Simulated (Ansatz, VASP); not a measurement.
# One calculation of Y, two programs

Contents of INCAR:

```
PREC = Accurate
ENCUT = 520
EDIFF = 1E-6
ISMEAR = 0
SIGMA = 0.1
LREAL = F
LASPH = T
NELM = 80
ALGO = Fast
ISIF = 2
LWAVE = F
LCHARG = F
GGA = PS
NBANDS = 18
```

Contents of KPOINTS:

```
regular mesh
0
Gamma
  18 18 10
```

The input POSCAR:

```
Y
1.0
    3.5975166209      0.0000000000      0.0000000000
   -1.7987583104      3.1155407842      0.0000000000
    0.0000000000      0.0000000000      5.5857601125
Y
2
Direct
    0.3333333333      0.6666666667      0.2500000000
    0.6666666667      0.3333333333      0.7500000000
```

Input for Ansatz:

```yaml
crystal:
  lattice:
    - [3.5975166209, 0.0, 0.0]
    - [-1.7987583104, 3.1155407842, 0.0]
    - [0.0, 0.0, 5.5857601125]
  atoms:
    - { symbol: "Y", position: [0.3333333333, 0.6666666667, 0.25] }
    - { symbol: "Y", position: [0.6666666667, 0.3333333333, 0.75] }
basis:
  ecutwfc: 420
kpoints:
  mp_grid: { grid: [18, 18, 10] }
hamiltonian:
  xc: pbesol
scf:
  occupations: { method: gaussian, width: 0.1 }
output:
  forces: true
  stress: true
  eigenvalues: true
```

Alike in both runs: task single point; functional PBEsol; k mesh 18 × 18 × 10; occupations gaussian, width 0.1 eV; no spin polarisation.

|  | VASP | Ansatz |
| --- | --- | --- |
| version | VASP 6.6.1 | Ansatz 0.2.0 |
| potentials or method | VASP PAW PBE potentials, release 64 (Y_sv), cutoff 520 eV | scalar-relativistic, plane waves, PAW |
| valence electrons in the cell | 22 | 22 |

Ansatz gave:

| Quantity | Value |
| --- | --- |
| gap on the k mesh at the Fermi level (eV) | none |
| pressure (GPa) | 0.0 |

Task: Which values does VASP return?

Result: gap on the k mesh at the Fermi level (eV): none; pressure (GPa): -0.1.

VASP's potentials were made for PBE, not for PBEsol. A gap of «none» marks a metal or a gap that the smearing closes.
